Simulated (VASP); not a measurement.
# InAgTe2 (I-42d) in VASP: notebook, part 2 of 2

VASP 6.6.1.

**5. Single point, PBE (36.12 Å³/atom)**

This run uses another cell than the first one, of 36.12 Å³/atom.

INCAR

```
SYSTEM = InAgTe2
ALGO     = Normal         ! electronic algorithm
EDIFF    = 1E-6           ! SCF threshold, eV
ENCUT    = 500            ! plane-wave cutoff, eV
GGA      = PE             ! functional
GGA_COMPAT= .False.      
ISIF     = 2              ! what is computed and relaxed
ISMEAR   = -1             ! smearing method
LASPH    = .True.         ! aspherical terms in the spheres
LCHARG   = .False.        ! write CHGCAR
LREAL    = .False.        ! projectors in reciprocal space
LWAVE    = .False.        ! write WAVECAR
NBANDS   = 46             ! bands
NELM     = 120            ! most SCF steps
PREC     = Accurate       ! precision mode
SIGMA    = 0.02           ! smearing width, eV
```

KPOINTS

```
k-points
0
Gamma
  4 4 4
  0 0 0
```

POSCAR

```
InAgTe2
1.0
   -3.3151976852      3.3151976852      6.5733502771
    3.3151976852     -3.3151976852      6.5733502771
    3.3151976852      3.3151976852     -6.5733502771
Ag Te In
2 4 2
Direct
    0.0000000000      0.0000000000      0.0000000000
    0.7500000000      0.2500000000      0.5000000000
    0.3750000000      0.3693298450      0.4943298450
    0.1193298450      0.6250000000     -0.0056701550
    0.8750000000      0.8806701550      0.5056701550
    0.6306701550      0.1250000000      0.0056701550
    0.5000000000      0.5000000000      0.0000000000
    0.2500000000      0.7500000000      0.5000000000
```

On the command line:

```bash
cat potpaw_PBE.64/Ag/POTCAR potpaw_PBE.64/Te/POTCAR potpaw_PBE.64/In_d/POTCAR > POTCAR
mpirun -np 1 vasp_std > vasp.out
```

Wall time 2.1 min (1 thread of Intel Xeon 6975P-C (Granite Rapids), shared host); peak memory 0.55 GiB.

Results (log left out):

```
Free energy            : -25.4253 eV
Pressure               : -1.0 GPa
Largest force          : 0.033 eV/Å
Band gap on the k mesh : 0.01 eV
```

Forces in eV/Å, atoms in the order of the input:
```
Ag   0.000  0.000  0.000
Ag   0.000  0.000  0.000
Te   0.033  0.000  0.000
Te   0.000  0.033  0.000
Te  -0.033  0.000  0.000
Te   0.000 -0.033  0.000
In   0.000  0.000  0.000
In   0.000  0.000  0.000
```

Levels at points of the mesh, in eV from the valence-band top:
| k point | band 33 | band 34 | band 35 | band 36 | band 37 | band 38 | band 39 | band 40 |
| --- | --- | --- | --- | --- | --- | --- | --- | --- |
| (0.00, 0.00, 0.00) | -1.68 | -0.06 | -0.06 | 0.00 | 0.01 | 1.87 | 2.26 | 3.49 |
| (0.50, 0.00, 0.00) | -1.45 | -1.10 | -1.05 | -0.51 | 1.61 | 1.96 | 2.97 | 3.49 |
| (0.50, 0.50, 0.00) | -0.80 | -0.80 | -0.44 | -0.44 | 0.88 | 0.88 | 2.86 | 2.86 |
| (0.50, 0.50, 0.50) | -1.14 | -1.14 | -0.82 | -0.82 | 1.48 | 1.48 | 2.23 | 2.23 |

Caveat: semilocal functionals underestimate gaps, and a narrow one can read as zero; spin-orbit coupling is left out, which moves the levels of the heavy elements.

**6. Single point, PBE (37.17 Å³/atom)**

This run uses another cell than the first one, of 37.17 Å³/atom.

INCAR

```
ALGO     = Normal         # electronic algorithm
EDIFF    = 1E-6           # SCF threshold, eV
ENCUT    = 500            # plane-wave cutoff, eV
GGA      = PE             # functional
GGA_COMPAT= False        
ISIF     = 2              # what is computed and relaxed
ISMEAR   = -1             # smearing method
LASPH    = True           # aspherical terms in the spheres
LCHARG   = True           # write CHGCAR
LELF     = True           # ELF
LREAL    = False          # projectors in reciprocal space
LVHAR    = True         
LWAVE    = False          # write WAVECAR
NBANDS   = 46             # bands
NELM     = 120            # most SCF steps
PREC     = Accurate       # precision mode
SIGMA    = 0.02           # smearing width, eV
```

KPOINTS

```
k-points
0
Gamma
  4 4 4
```

POSCAR: that of step 5 with these lines changed.

```diff
@@ -2,5 +2,5 @@
 1.0
-   -3.3151976852      3.3151976852      6.5733502771
-    3.3151976852     -3.3151976852      6.5733502771
-    3.3151976852      3.3151976852     -6.5733502771
+   -3.3470765417      3.3470765417      6.6365594459
+    3.3470765417     -3.3470765417      6.6365594459
+    3.3470765417      3.3470765417     -6.6365594459
 Ag Te In
```

Potentials or basis: VASP PAW PBE potentials, release 64 (Ag, Te, In_d).

On the command line:

```bash
cat potpaw_PBE.64/Ag/POTCAR potpaw_PBE.64/Te/POTCAR potpaw_PBE.64/In_d/POTCAR > POTCAR
mpirun -np 1 vasp_std > vasp.out
```

Run time: 2.2 min. Hardware: 1 thread of Intel Xeon 6975P-C (Granite Rapids), shared host; peak memory 0.58 GiB.

The run converged. Its results:

* Free energy: -25.3485 eV
* Pressure: -1.9 GPa
* Largest force: 0.064 eV/Å
* Band gap on the k mesh: 0.07 eV

Forces on the atoms (eV/Å):
```
Ag   0.000  0.000  0.000
Ag   0.000  0.000  0.000
Te   0.064  0.000  0.000
Te   0.000  0.064  0.000
Te  -0.064  0.000  0.000
Te   0.000 -0.064  0.000
In   0.000  0.000  0.000
In   0.000  0.000  0.000
```

Levels at points of the mesh, in eV from the valence-band top:
```csv
k point,band 33,band 34,band 35,band 36,band 37,band 38,band 39,band 40
"(0.00, 0.00, 0.00)",-1.54,0.00,0.00,0.00,0.07,1.88,2.37,3.55
"(0.50, 0.00, 0.00)",-1.33,-0.99,-0.94,-0.42,1.60,1.95,3.03,3.52
"(0.50, 0.50, 0.00)",-0.71,-0.71,-0.36,-0.36,0.90,0.90,2.89,2.89
"(0.50, 0.50, 0.50)",-1.03,-1.03,-0.71,-0.71,1.50,1.50,2.33,2.33
```

Caveat: semilocal functionals underestimate gaps, and a narrow one can read as zero; spin-orbit coupling is left out, which moves the levels of the heavy elements.

**7. Summary**

| cell | gap on the mesh (eV) | pressure (GPa) | largest force (eV/Å) |
| --- | --- | --- | --- |
| a = 7.832 Å, angles 131.5, 131.5, 71.0°, 8 atoms | 0.21 | 2.6 | 0.08 |
| a = 7.914 Å, angles 131.5, 131.5, 71.0°, 8 atoms | 0.13 | 1.2 | 0.04 |
| a = 7.995 Å, angles 131.5, 131.5, 71.0°, 8 atoms | 0.05 | 0.0 | - |
| a = 8.074 Å, angles 131.5, 131.5, 71.0°, 8 atoms | 0.01 | -1.0 | 0.03 |
| a = 8.152 Å, angles 131.5, 131.5, 71.0°, 8 atoms | 0.07 | -1.9 | 0.06 |

Alike in all rows: task single point; level PBE; potentials or basis VASP PAW PBE potentials, release 64 (Ag, Te, In_d); no spin polarisation; k mesh 4 × 4 × 4; cutoff (eV) 500; smearing fermi-dirac 0.02 eV.

Caveats: semilocal functionals underestimate gaps, and a narrow one can read as zero; spin-orbit coupling is left out, which moves the levels of the heavy elements.

Total energies depend on the potentials used, so only differences within one code and one set of settings carry meaning.
